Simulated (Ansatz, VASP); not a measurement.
## One calculation of Eu, two programs

```xyz
1
Lattice="-2.3030 2.3030 2.3030 2.3030 -2.3030 2.3030 2.3030 2.3030 -2.3030" Properties=species:S:1:pos:R:3 pbc="T T T"
Eu    0.0000    0.0000    0.0000
```

Alike in both runs: task single point; functional PBE; k mesh 7 × 7 × 7; occupations fermi-dirac, width 0.05 eV; collinear spin; fixed moment 3.5 μB.

```csv
,VASP,Ansatz
version,VASP 6.6.1,Ansatz 0.2.0
potentials or method,"VASP PAW PBE potentials, release 64 (Eu)",Ansatz PAW
plane-wave cutoff (eV),520,420
valence electrons in the cell,17,17
```

```tsv
	VASP	Ansatz	Ansatz less VASP
pressure (GPa)	-4.1	-3.4	+0.76
net moment per atom (μB)	3.50	3.50	0.000
size of the moment on the site where the two differ most (μB)	5.28	4.66	-0.615
```

Site moments also hang on the region over which each program counts them.

Spin-orbit coupling is off throughout.
